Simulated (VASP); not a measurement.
A run of VASP 6.6.1 is set up as follows.

The input INCAR:

```
SYSTEM = BAs
PREC = Accurate
ENCUT = 600
EDIFF = 1E-6
ISMEAR = 0
SIGMA = 0.01
LREAL = .FALSE.
LASPH = .TRUE.
NELM = 80
ALGO = Normal
ISIF = 3
LWAVE = .FALSE.
LCHARG = .FALSE.
GGA = PE
IVDW = 13
IBRION = 2
NSW = 100
EDIFFG = -0.02
```

The input KPOINTS:

```
Automatic mesh
0
G
  6 6 6
  0 0 0
```

POSCAR

```
BAs
1.0
    0.0000000000      2.3885000000      2.3885000000
    2.3885000000      0.0000000000      2.3885000000
    2.3885000000      2.3885000000      0.0000000000
B As
1 1
Direct
    0.0000000000      0.0000000000      0.0000000000
    0.2500000000      0.2500000000      0.2500000000
```

Potentials or basis: VASP PAW PBE potentials, release 64 (B, As).

The run is started by

```sh
$ cat potpaw_PBE.64/B/POTCAR potpaw_PBE.64/As/POTCAR > POTCAR
$ mpirun -np 1 vasp_std > vasp.out
```

Problem. Predict the relaxed cell.

Solution. a = 3.370 Å, b = 3.370 Å, c = 3.370 Å, α = 60.00°, β = 60.00°, γ = 60.00°.

Problem. Predict the band gap on the k mesh.

Solution. 1.27 eV, indirect (least direct gap 3.28 eV).

The path:
```csv
step,energy change (eV),largest force (eV/Å),pressure (GPa),volume (Å³)
1,0.0000,0.0000,-0.94,27.25
2,-0.0003,0.0000,0.70,26.94
3,-0.0005,0.0000,0.00,27.07
```

A k mesh can miss the band edges. As with any semilocal functional, this PBE gap is likely too small.
